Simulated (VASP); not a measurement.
A run of VASP 6.6.1 is set up as follows.

INCAR

```
SYSTEM = CoO
PREC = Accurate
ENCUT = 520
EDIFF = 1E-7
ISMEAR = -1
SIGMA = 0.05
LREAL = .FALSE.
LASPH = .TRUE.
NELM = 150
ALGO = Normal
ISIF = 2
LWAVE = .FALSE.
LCHARG = .TRUE.
ISPIN = 2
MAGMOM = 0 0
LORBIT = 11
NUPDOWN = 0.0
LMAXMIX = 4
GGA = PE
LELF = .TRUE.
LVHAR = .TRUE.
NBANDS = 18
```

KPOINTS

```
regular mesh
0
G
  9 9 9
  0 0 0
```

The input POSCAR:

```
CoO
1.0
    1.5054695445      0.8691832468      2.4399269062
   -1.5054695445      0.8691832468      2.4399269062
    0.0000000000     -1.7383664936      2.4399269062
Co O
1 1
Direct
    0.0000000000      0.0000000000      0.0000000000
    0.5000000000      0.5000000000      0.5000000000
```

Potentials or basis: VASP PAW PBE potentials, release 64 (Co, O).

Run with:

```console
$ cat potpaw_PBE.64/Co/POTCAR potpaw_PBE.64/O/POTCAR > POTCAR
$ mpirun -np 1 vasp_std > vasp.out
```

(1) What does it give for the pressure?

Results:

(1) -18.2 GPa.

Caveat: the total moment is fixed, so each spin has its own Fermi level.
